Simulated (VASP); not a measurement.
Here is a VASP 6.6.1 calculation.

The input POSCAR:

```
Ag
1.0
    0.0000000000      2.0521673962      2.0521673962
    2.0521673962      0.0000000000      2.0521673962
    2.0521673962      2.0521673962      0.0000000000
Ag
1
Direct
    0.0000000000      0.0000000000      0.0000000000
```

INCAR.step1

```
  PREC = Accurate
  ENCUT = 600
  ISMEAR = -1
  SIGMA = 0.08
  LREAL = False
  LASPH = True
  NELM = 100
  GGA = PE
  ALGO = Normal
  EDIFF = 1E-4
  LWAVE = True
  LCHARG = False
```

Contents of INCAR.step2:

```
  PREC = Accurate
  ENCUT = 600
  EDIFF = 1E-7
  ISMEAR = -1
  SIGMA = 0.08
  LREAL = False
  LASPH = True
  NELM = 100
  ALGO = Normal
  ISIF = 3
  LWAVE = False
  LCHARG = False
  METAGGA = R2SCAN
  LMIXTAU = True
  IBRION = 2
  NSW = 100
  EDIFFG = -0.002
  PSTRESS = 150.0
  ISTART = 1
```

Contents of KPOINTS:

```
regular mesh
0
Gamma
  24 24 24
```

Potentials or basis: VASP PAW PBE potentials, release 64 (Ag).

Command:

```bash
$ cat potpaw_PBE.64/Ag/POTCAR > POTCAR
$ cp INCAR.step1 INCAR
$ mpirun -np 1 vasp_std > vasp.out
$ cp INCAR.step2 INCAR
$ mpirun -np 1 vasp_std > vasp.out
```

Problem. Predict the relaxed cell.

Solution. a = 2.803 Å, b = 2.803 Å, c = 2.803 Å, α = 60.00°, β = 60.00°, γ = 60.00°.

Problem. What does it give for the relaxed volume?

Solution. 15.57 Å³/atom.

Problem. What does it give for the space group after relaxing (to 0.05 Å)?

Solution. Fm-3m (No. 225).

The path:
| step | energy change (eV) | largest force (eV/Å) | pressure (GPa) | volume (Å³) |
| --- | --- | --- | --- | --- |
| 1 | 0.0000 | 0.0000 | 0.11 | 17.28 |
| 2 | 0.4535 | 0.0000 | 50.88 | 13.57 |
| 3 | 0.0673 | 0.0000 | 14.19 | 15.62 |
| 4 | 0.0723 | 0.0000 | 15.03 | 15.56 |
| 5 | 0.0718 | 0.0000 | 14.95 | 15.57 |
| 6 | 0.0722 | 0.0000 | 15.01 | 15.57 |

Caveat: the cell is relaxed towards a set pressure, so the enthalpy falls and the energy may rise; the PAW data sets were made with another functional, which shifts forces and pressure a little.
